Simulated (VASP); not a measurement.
Write the native input for VASP 6.6.1 that does the following.

| Property | Result |
| --- | --- |
| Task | single point |
| Functional | BLYP |
| Potentials or basis | VASP PAW PBE potentials, release 64 (Mg) |
| Cutoff | 520 eV |
| k mesh | 9 × 9 × 9 |
| Occupations | fermi-dirac, width 0.1 eV |
| Spin | no spin polarisation |
| Dipole correction | no |
| Further INCAR settings | ALGO = Normal; EDIFF = 1e-06; NBANDS = 9 |

The structure of Mg lies in POSCAR:

```
Mg
1.0
    0.0000000000      3.6145447534      3.6145447534
    3.6145447534      0.0000000000      3.6145447534
    3.6145447534      3.6145447534      0.0000000000
Mg
2
Direct
    0.1250000000      0.1250000000      0.1250000000
    0.8750000000      0.8750000000      0.8750000000
```

This isn't the form of Mg at room conditions, which is hcp.

The input as run:

INCAR

```
PREC     = Accurate       # precision mode
ENCUT    = 520            # plane-wave cutoff, eV
EDIFF    = 1E-6           # SCF threshold, eV
ISMEAR   = -1             # smearing method
SIGMA    = 0.1            # smearing width, eV
LREAL    = F              # projectors in reciprocal space
LASPH    = T              # aspherical terms in the spheres
NELM     = 60             # most SCF steps
ALGO     = Normal         # electronic algorithm
ISIF     = 2              # what is computed and relaxed
LWAVE    = F              # write WAVECAR
LCHARG   = T              # write CHGCAR
GGA      = B5             # functional
ALDAX    = 1.0          
AGGAX    = 1.0          
AGGAC    = 1.0          
ALDAC    = 0.0          
LELF     = T              # ELF
LVHAR    = T            
NBANDS   = 9              # bands
```

KPOINTS

```
regular mesh
0
Gamma
  9 9 9
```

Potentials or basis: VASP PAW PBE potentials, release 64 (Mg).

Launch:

```console
$ cat potpaw_PBE.64/Mg/POTCAR > POTCAR
$ mpirun -np 1 vasp_std > vasp.out
```

It gave:

```
Pressure               : -0.2 GPa
Band gap on the k mesh : zero (bands 2 and 3 overlap by 2.92 eV)
```

Caveat: the PAW data sets were made with another functional, which shifts forces and pressure a little.

Run time: 53 s on 1 thread of Intel Xeon 8259CL, on a shared host, peak memory 0.24 GiB.
